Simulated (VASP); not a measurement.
# Na (Pm-3m) in VASP: single point with LDA

Aim: the single point of Na with LDA.

Everything below comes from runs of VASP 6.6.1. Logs are shortened: lines on timing, memory, paths and dates and some standing lists are left out, and cuts for length are marked.

## 1. The cell of the first run

The structure is cubic, space group Pm-3m (No. 221). The conventional cell has a = 3.343 Å, b = 3.343 Å, c = 3.343 Å, α = 90.00°, β = 90.00°, γ = 90.00°. Within 4.4 Å of Na (site symmetry m-3m) lie 6 Na at 3.34 Å.

## 2. Single point, LDA

Contents of INCAR:

```
SYSTEM = Na
ALGO = Normal
EDIFF = 1E-6
ENCUT = 520
ISIF = 2
ISMEAR = -1
LASPH = .TRUE.
LCHARG = .FALSE.
LREAL = .FALSE.
LWAVE = .FALSE.
NBANDS = 10
NELM = 80
PREC = Accurate
SIGMA = 0.05
```

Contents of KPOINTS:

```
k-points
0
G
  6 6 6
  0 0 0
```

Contents of POSCAR:

```
Na
1.0
    3.3428920000      0.0000000000      0.0000000000
    0.0000000000      3.3428920000      0.0000000000
    0.0000000000      0.0000000000      3.3428920000
Na
1
Direct
    0.5000000000      0.5000000000      0.5000000000
```

Potentials or basis: VASP PAW LDA potentials, release 64 (Na_pv).

Launch:

```bash
$ cat potpaw_LDA.64/Na_pv/POTCAR > POTCAR
$ mpirun -np 1 vasp_std > vasp.out
```

OUTCAR:

```text
SYSTEM = Na
   EDIFF = 1E-6
   ENCUT = 520
   ISIF = 2
   ISMEAR = -1
   LASPH = .TRUE.
   LREAL = .FALSE.
   NELM = 80
   PREC = Accurate

 ion  position               nearest neighbor table
   1  0.500  0.500  0.500-

  LATTYP: Found a simple cubic cell.
 ALAT       =     3.3428920000

  Lattice vectors:

 A1 = (   3.3428920000,   0.0000000000,   0.0000000000)
 A2 = (   0.0000000000,   3.3428920000,   0.0000000000)
 A3 = (   0.0000000000,   0.0000000000,   3.3428920000)

Analysis of symmetry for initial positions (statically):
=====================================================================
 Subroutine PRICEL returns:
 Original cell was already a primitive cell.

 Routine SETGRP: Setting up the symmetry group for a
 simple cubic supercell.

 Subroutine GETGRP returns: Found 48 space group operations
 (whereof 48 operations were pure point group operations)
 out of a pool of 48 trial point group operations.

The static configuration has the point symmetry O_h .

Analysis of symmetry for dynamics (positions and initial velocities):
=====================================================================
 Subroutine PRICEL returns:
 Original cell was already a primitive cell.

 Routine SETGRP: Setting up the symmetry group for a
 simple cubic supercell.

 Subroutine GETGRP returns: Found 48 space group operations
 (whereof 48 operations were pure point group operations)
 out of a pool of 48 trial point group operations.

The dynamic configuration has the point symmetry O_h .

 Subroutine INISYM returns: Found 48 space group operations
 (whereof 48 operations are pure point group operations),
 and found     1 'primitive' translations

----------------------------------------------------------------------------------------

                                     Primitive cell

  volume of cell :      37.3566

  direct lattice vectors                    reciprocal lattice vectors
     3.342892000  0.000000000  0.000000000     0.299142180  0.000000000  0.000000000
     0.000000000  3.342892000  0.000000000     0.000000000  0.299142180  0.000000000
     0.000000000  0.000000000  3.342892000     0.000000000  0.000000000  0.299142180

  length of vectors
     3.342892000  3.342892000  3.342892000     0.299142180  0.299142180  0.299142180

  position of ions in fractional coordinates (direct lattice)
     0.500000000  0.500000000  0.500000000

  ion indices of the primitive-cell ions
   primitive index   ion index
                 1           1

----------------------------------------------------------------------------------------

 KPOINTS: k-points

Automatic generation of k-mesh.
 Grid dimensions read from file:
 generate k-points for:    6    6    6

 Generating k-lattice:

  Cartesian coordinates                     Fractional coordinates (reciprocal lattice)
     0.049857030  0.000000000  0.000000000     0.166666667  0.000000000  0.000000000
     0.000000000  0.049857030  0.000000000     0.000000000  0.166666667  0.000000000
     0.000000000  0.000000000  0.049857030     0.000000000  0.000000000  0.166666667

  Length of vectors
     0.049857030  0.049857030  0.049857030

  Shift w.r.t. Gamma in fractional coordinates (k-lattice)
     0.000000000  0.000000000  0.000000000

 Subroutine IBZKPT returns following result:
 ===========================================

 Found     20 irreducible k-points:

 Following reciprocal coordinates:
            Coordinates               Weight
  0.000000  0.000000  0.000000      1.000000
  0.166667  0.000000  0.000000      6.000000
  0.333333  0.000000  0.000000      6.000000
  0.500000  0.000000  0.000000      3.000000
  0.166667  0.166667  0.000000     12.000000
  0.333333  0.166667  0.000000     24.000000
[... 12 lines left out ...]
  0.500000  0.500000  0.333333      6.000000
  0.500000  0.500000  0.500000      1.000000
   k-points           NKPTS =     20   k-points in BZ     NKDIM =     20   number of bands    NBANDS=     10
   number of dos      NEDOS =    301   number of ions     NIONS =      1
   total plane-waves  NPLWV =  21952
   dimension x,y,z NGX =    28 NGY =   28 NGZ =   28
   dimension x,y,z NGXF=    56 NGYF=   56 NGZF=   56
   ions per type =               1
   NGX,Y,Z   is equivalent  to a cutoff of  13.92, 13.92, 13.92 a.u.
   NGXF,Y,Z  is equivalent  to a cutoff of  27.85, 27.85, 27.85 a.u.
 SYSTEM =  Na
   PREC   = accura    normal or accurate (medium, high low for compatibility)
   ISTART =      0    job   : 0-new  1-cont  2-samecut
   ICHARG =      2    charge: 1-file 2-atom 10-const
   ISPIN  =      1    spin polarized calculation?
   LNONCOLLINEAR =      F non collinear calculations
   LSORBIT =      F    spin-orbit coupling
   LASPH  =      T    aspherical Exc in radial PAW
   ENCUT  =  520.0 eV  38.22 Ry    6.18 a.u.   6.22  6.22  6.22*2*pi/ulx,y,z
   NELM   =     80;   NELMIN=  2; NELMDL= -5     # of ELM steps
   EDIFF  = 0.1E-05   stopping-criterion for ELM
   LREAL  =      F    real-space projection
[... 7 lines left out ...]
   TEBEG  =    0.0;   TEEND  =   0.0 temperature during run
   PSTRESS=    0.0 pullay stress
   NELECT =       7.0000    total number of electrons
   NUPDOWN=      -1.0000    fix difference up-down
   EMIN   =  10.00;   EMAX   =-10.00  energy-range for DOS
   EFERMI =   0.00;   METHOD = LEGACY
   ISMEAR =    -1;   SIGMA  =   0.05  broadening in eV -4-tet -1-fermi 0-gaus
   EFERMI_NEDOS =   21; number of points for ismear=-14 and -15
   IALGO  =     38    algorithm
   IMIX   =      4    mixing-type and parameters
     AMIX     =   0.40;   BMIX     =  1.00
     AMIX_MAG =   1.60;   BMIX_MAG =  1.00
  volume/ion in A,a.u.               =      37.36       252.09
  Fermi-wavevector in a.u.,A,eV,Ry     =   0.936811  1.770315 11.940667  0.877614
  Thomas-Fermi vector in A             =   2.063858
   LORBIT       =      0    0 simple, 1 ext, 2 COOP (PROOUT), +10 PAW based schemes
   GGA     = CA    functional components
   LHFCALC =     F    Hartree Fock is set to
   AEXX    =    0.0000 exact exchange contribution
   IVDW    =     0    specifies the selected vdW correction
   LEPSILON=     F    determine dielectric tensor
   LRPA    =     F    only Hartree local field effects (RPA)
 non-spin polarized calculation
  energy-cutoff  :      520.00
  volume of cell :       37.36
 maximum number of plane-waves:      1024
 NGX is ok and might be reduce to    28
   NGX = 13   NGY = 13   NGZ = 13

 number of electron       7.0000000 magnetization

 Free energy of the ion-electron system (eV)
  ---------------------------------------------------
  ext. energy  EPLUGINS =         0.00000000
  ---------------------------------------------------
  free energy    TOTEN  =        -1.31479930 eV

  energy without entropy =       -1.30535549  energy(sigma->0) =       -1.31007740

 E-fermi :   0.2581     XC(G=0):  -6.6964

 val. band max:        0.2578908422   @ k =   0.3333   0.3333   0.1667
 cond. band min:       0.3117175491   @ k =   0.5000   0.0000   0.0000
 fundamental gap:      0.0538267069
 Fermi energy:         0.2580578164

 k-point     1 :       0.0000    0.0000    0.0000
  band No.  band energies     occupation
      1     -24.9576      2.00000
      2     -24.9576      2.00000
      3     -24.9576      2.00000
      4      -3.1209      2.00000
      5       8.5816      0.00000
      6       8.5816      0.00000
      7       9.9710      0.00000
      8       9.9710      0.00000
      9       9.9710      0.00000
     10      13.0606      0.00000

 k-point     2 :       0.1667    0.0000    0.0000
  band No.  band energies     occupation
      1     -24.9723      2.00000
      2     -24.9564      2.00000
      3     -24.9564      2.00000
      4      -2.7351      2.00000
      5       5.8354      0.00000
      6       8.9276      0.00000
      7      10.2762      0.00000
      8      10.2762      0.00000
      9      11.4955      0.00000
     10      15.1839      0.00000

 k-point     3 :       0.3333    0.0000    0.0000
  band No.  band energies     occupation
      1     -25.0017      2.00000
      2     -24.9539      2.00000
      3     -24.9539      2.00000
      4      -1.5946      2.00000
      5       2.7710      0.00000
      6       9.9111      0.00000
      7      11.1888      0.00000
      8      11.1888      0.00000
      9      12.7574      0.00000
     10      15.0385      0.00000

 k-point     4 :       0.5000    0.0000    0.0000
  band No.  band energies     occupation
      1     -25.0163      2.00000
      2     -24.9526      2.00000
      3     -24.9526      2.00000
      4       0.2084      1.45937
      5       0.3117      0.50959
      6      10.8632      0.00000
      7      12.4063      0.00000
      8      12.4063      0.00000
      9      13.1789      0.00000
     10      13.1790      0.00000
[... 170 lines left out ...]
 k-point    18 :       0.5000    0.3333    0.3333
  band No.  band energies     occupation
      1     -25.0054      2.00000
      2     -24.9905      2.00000
      3     -24.9895      2.00000
      4       2.9749      0.00000
      5       3.2440      0.00000
      6       6.8475      0.00000
      7       6.9264      0.00000
      8       7.5024      0.00000
      9       8.4722      0.00000
     10      11.6729      0.00000

 k-point    19 :       0.5000    0.5000    0.3333
  band No.  band energies     occupation
      1     -25.0036      2.00000
      2     -25.0036      2.00000
      3     -24.9884      2.00000
      4       4.5402      0.00000
      5       4.5402      0.00000
      6       4.9035      0.00000
      7       5.5270      0.00000
      8       8.5927      0.00000
      9       8.5927      0.00000
     10       9.5997      0.00000

 k-point    20 :       0.5000    0.5000    0.5000
  band No.  band energies     occupation
      1     -25.0018      2.00000
      2     -25.0018      2.00000
      3     -25.0018      2.00000
      4       6.1844      0.00000
      5       6.1844      0.00000
      6       6.1844      0.00000
      7       6.2514      0.00000
      8       6.2514      0.00000
      9       6.2514      0.00000
     10       7.5738      0.00000

------------------------ aborting loop because EDIFF is reached ----------------------------------------

  FORCE on cell =-STRESS in cart. coord.  units (eV):
  Direction    XX          YY          ZZ          XY          YZ          ZX
  --------------------------------------------------------------------------------------
  -------------------------------------------------------------------------------------
  Total       -0.0686297     -0.0686297     -0.0686297      0.0000000      0.0000000      0.0000000
  in kB       -2.9434423     -2.9434423     -2.9434423      0.0000000      0.0000000      0.0000000
  external PRESSURE =      -2.9434423 kB  Pullay stress =       0.0000000 kB

 VOLUME and BASIS-vectors are now :
 -----------------------------------------------------------------------------
  energy-cutoff  :      520.00
  volume of cell :       37.36
      direct lattice vectors                 reciprocal lattice vectors
     3.342892000  0.000000000  0.000000000     0.299142180  0.000000000  0.000000000
     0.000000000  3.342892000  0.000000000     0.000000000  0.299142180  0.000000000
     0.000000000  0.000000000  3.342892000     0.000000000  0.000000000  0.299142180

 POSITION                                       TOTAL-FORCE (eV/Angst)
 -----------------------------------------------------------------------------------
      1.67145      1.67145      1.67145         0.000000      0.000000      0.000000
 -----------------------------------------------------------------------------------
    total drift:                                0.000000      0.000000      0.000000

  FREE ENERGIE OF THE ION-ELECTRON SYSTEM (eV)
  ---------------------------------------------------
  free  energy   TOTEN  =        -1.3147993040 eV

  energy  without entropy=       -1.3053554937  energy(sigma->0) =       -1.31007740
```

Run time: 3 s. Hardware: 1 thread of Intel Xeon Platinum 8488C (Sapphire Rapids), shared host; peak memory 0.13 GiB.

Results:

* Free energy: -1.3148 eV
* Pressure: -0.3 GPa

Levels at points of the mesh, in eV from the Fermi level:
```
           k point  band 1  band 2  band 3  band 4  band 5  band 6  band 7  band 8
(0.00, 0.00, 0.00)  -25.22  -25.22  -25.22   -3.38    8.32    8.32    9.71    9.71
(0.50, 0.00, 0.00)  -25.27  -25.21  -25.21   -0.05    0.05   10.61   12.15   12.15
(0.50, 0.50, 0.00)  -25.27  -25.27  -25.21    2.96    2.96    3.21    3.97   14.48
(0.50, 0.50, 0.50)  -25.26  -25.26  -25.26    5.93    5.93    5.93    5.99    5.99
```
